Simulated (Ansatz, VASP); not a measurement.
**Sb in VASP and in Ansatz**

Contents of INCAR:

```
ALGO = Normal
EDIFF = 1E-6
ENCUT = 520
GGA = PE
ISIF = 2
ISMEAR = 0
IVDW = 12
LASPH = True
LCHARG = False
LREAL = False
LWAVE = False
NBANDS = 8
NELM = 60
PREC = Accurate
SIGMA = 0.15
```

KPOINTS

```
k-points
0
Gamma
  18 18 18
```

Contents of POSCAR:

```
Sb
1.0
    0.0000000000      2.4068111594      2.3712425216
    2.3712425216      0.0000000000      2.3712425216
    2.3712425216      2.4068111594      0.0000000000
Sb
1
Direct
    0.0000000000      0.0000000000      0.0000000000
```

Input for Ansatz:

```yaml
crystal:
  lattice:
    - [0.0, 2.4068111594, 2.3712425216]
    - [2.3712425216, 0.0, 2.3712425216]
    - [2.3712425216, 2.4068111594, 0.0]
  atoms:
    - { symbol: Sb, position: [0.0, 0.0, 0.0] }
basis:
  ecutwfc: 420
kpoints:
  mp_grid: { grid: [18, 18, 18] }
hamiltonian:
  xc: pbe
  dispersion: d3bj
scf:
  occupations: { method: gaussian, width: 0.15 }
output:
  forces: true
  stress: true
  eigenvalues: true
  write_density: true
  write_potential: true
  elf: true
  volumetric_format: npy
```

Change from the starting cell: strain +0.0150 x Voigt [0, 1, 0, 0, 0, 0], atoms carried along.

Alike in both runs: task single point; functional PBE; dispersion D3(BJ); k mesh 18 × 18 × 18; occupations gaussian, width 0.15 eV; no spin polarisation.

|  | VASP | Ansatz |
| --- | --- | --- |
| version | VASP 6.6.1 | Ansatz 0.2.0 |
| potentials or method | VASP PAW PBE potentials, release 64 (Sb), cutoff 520 eV | scalar-relativistic, plane waves, PAW |
| valence electrons in the cell | 5 | 15 |

|  | VASP | Ansatz | Ansatz less VASP |
| --- | --- | --- | --- |
| gap on the k mesh at the Fermi level (eV) | none | none | - |
| pressure (GPa) | -2.3 | -2.1 | +0.14 |
| traceless stress, the component that is largest in VASP (GPa) | 0.19 | 0.19 | 0.000 |

A gap of «none» marks a metal or a gap that the smearing closes. VASP's potentials hold 5 valence electrons a cell and Ansatz's 15, so a difference there can come from the potentials and not from the codes.

Spin-orbit coupling is off throughout.
